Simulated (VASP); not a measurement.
Input of a VASP 6.6.1 run:

The input INCAR:

```
SYSTEM = NaCl
PREC     = Accurate       ! precision mode
ENCUT    = 520            ! plane-wave cutoff, eV
EDIFF    = 1E-6           ! SCF threshold, eV
ISMEAR   = 0              ! smearing method
SIGMA    = 0.05           ! smearing width, eV
LREAL    = .FALSE.        ! projectors in reciprocal space
LASPH    = .TRUE.         ! aspherical terms in the spheres
NELM     = 100            ! most SCF steps
ALGO     = Normal         ! electronic algorithm
ISIF     = 2              ! what is computed and relaxed
LWAVE    = .FALSE.        ! write WAVECAR
LCHARG   = .FALSE.        ! write CHGCAR
GGA      = PE             ! functional
NBANDS   = 14             ! bands
```

KPOINTS

```
Automatic mesh
0
G
  8 8 8
  0 0 0
```

Contents of POSCAR:

```
NaCl
1.0
    0.0000000000      2.7860686247      2.9253720560
    2.7860686247      0.0000000000      2.9253720560
    2.7860686247      2.7860686247      0.0000000000
Na Cl
1 1
Direct
    0.0000000000      0.0000000000      0.0000000000
    0.5000000000      0.5000000000      0.5000000000
```

Potentials or basis: VASP PAW PBE potentials, release 64 (Na_pv, Cl).

Command:

```bash
$ cat potpaw_PBE.64/Na_pv/POTCAR potpaw_PBE.64/Cl/POTCAR > POTCAR
$ mpirun -np 1 vasp_std > vasp.out
```

(1) What does it give for the band gap on the k mesh?

(2) Predict the pressure.

## Answers

(1) 5.04 eV.

(2) 0.5 GPa.
